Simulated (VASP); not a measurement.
**Ag: single point with LDA**

The system is Ag.

```
CELL_PARAMETERS angstrom
-1.69705 1.69705 1.61426
1.69705 -1.69705 1.61426
1.69705 1.69705 -1.61426
ATOMIC_POSITIONS crystal
Ag 0.00000 0.00000 0.00000
```

This cell differs from its parent crystal: strain +0.025 along x and y, -0.025 along z.

```
Program                : VASP 6.6.1
Task                   : single point
Functional             : LDA
Potentials or basis    : VASP PAW LDA potentials, release 64 (Ag)
Cutoff                 : 520 eV
k mesh                 : 20 × 20 × 20
Occupations            : gaussian, width 0.15 eV
Spin                   : no spin polarisation
Dipole correction      : no
Further INCAR settings : ALGO = Fast; EDIFF = 1e-07; NBANDS = 12
```

| Quantity | Value |
| --- | --- |
| Pressure | -12.7 GPa |
| Band gap on the k mesh | zero (an odd number of electrons rules out a gap without spin polarisation) |

Stress tensor (GPa, compression positive):
```
-12.45   0.00   0.00
  0.00 -12.45   0.00
  0.00   0.00 -13.26
```

Levels at points of the mesh, in eV from the Fermi level:
```
           k point  band 2  band 3  band 4  band 5  band 6  band 7  band 8  band 9  band 10  band 11
(0.00, 0.00, 0.00)   -4.72   -4.51   -4.51   -3.54   -3.31   17.33   17.33   18.23    22.13    22.13
(0.50, 0.00, 0.00)   -5.34   -3.46   -3.21   -2.53    0.19    3.80   12.72   13.22    18.72    19.60
(0.50, 0.50, 0.00)   -5.11   -3.63   -3.38   -2.57   -0.09    3.32   13.55   14.32    19.55    20.78
(0.50, 0.50, 0.50)   -5.82   -2.77   -2.77   -2.71    6.11    6.11    7.51   11.21    12.44    13.61
```

Wall time 3.3 min on 1 thread of Intel Xeon 8259CL, with other jobs on the host, peak memory 0.25 GiB.

Caveat: the cell differs from its parent crystal (strain +0.025 along x and y, -0.025 along z); the cell stands under tension.
